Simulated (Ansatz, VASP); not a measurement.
# RbCl in VASP and in Ansatz

Contents of INCAR:

```
ALGO     = Normal         # electronic algorithm
EDIFF    = 1E-6           # SCF threshold, eV
ENCUT    = 500            # plane-wave cutoff, eV
GGA      = PE             # functional
GGA_COMPAT= False        
ISIF     = 2              # what is computed and relaxed
ISMEAR   = 0              # smearing method
LASPH    = True           # aspherical terms in the spheres
LCHARG   = False          # write CHGCAR
LREAL    = False          # projectors in reciprocal space
LWAVE    = False          # write WAVECAR
NBANDS   = 15             # bands
NELM     = 120            # most SCF steps
PREC     = Accurate       # precision mode
SIGMA    = 0.1            # smearing width, eV
```

KPOINTS

```
k-points
0
Gamma
  4 4 4
```

Contents of POSCAR:

```
RbCl
1.0
    0.0000000000      3.3087072400      3.3087072400
    3.3087072400      0.0000000000      3.3087072400
    3.3087072400      3.3087072400      0.0000000000
Rb Cl
1 1
Direct
    0.0000000000      0.0000000000      0.0000000000
    0.5000000000      0.5000000000      0.5000000000
```

Input for Ansatz:

```yaml
crystal:
  lattice:
    - [0.0, 3.308707, 3.308707]
    - [3.308707, 0.0, 3.308707]
    - [3.308707, 3.308707, 0.0]
  atoms:
    - { symbol: Rb, position: [0.0, 0.0, 0.0] }
    - { symbol: Cl, position: [0.5, 0.5, 0.5] }
basis:
  ecutwfc: 420
kpoints:
  mp_grid: { grid: [4, 4, 4] }
hamiltonian:
  xc: pbe
scf:
  occupations: { method: gaussian, width: 0.1 }
output:
  forces: true
  stress: true
  eigenvalues: true
```

Alike in both runs: task single point; functional PBE; k mesh 4 × 4 × 4; occupations gaussian, width 0.1 eV; no spin polarisation.

```csv
,VASP,Ansatz
version,VASP 6.6.1,Ansatz 0.2.0
potentials or method,"VASP PAW PBE potentials, release 64 (Rb_sv, Cl), cutoff 500 eV","scalar-relativistic, plane waves, PAW"
valence electrons in the cell,16,16
```

|  | VASP | Ansatz | Ansatz less VASP |
| --- | --- | --- | --- |
| gap on the k mesh at the Fermi level (eV) | 4.95 | 4.95 | +0.003 |
| least direct gap on the mesh (eV) | 4.95 | 4.95 | +0.003 |
| pressure (GPa) | 0.6 | 0.6 | 0.00 |
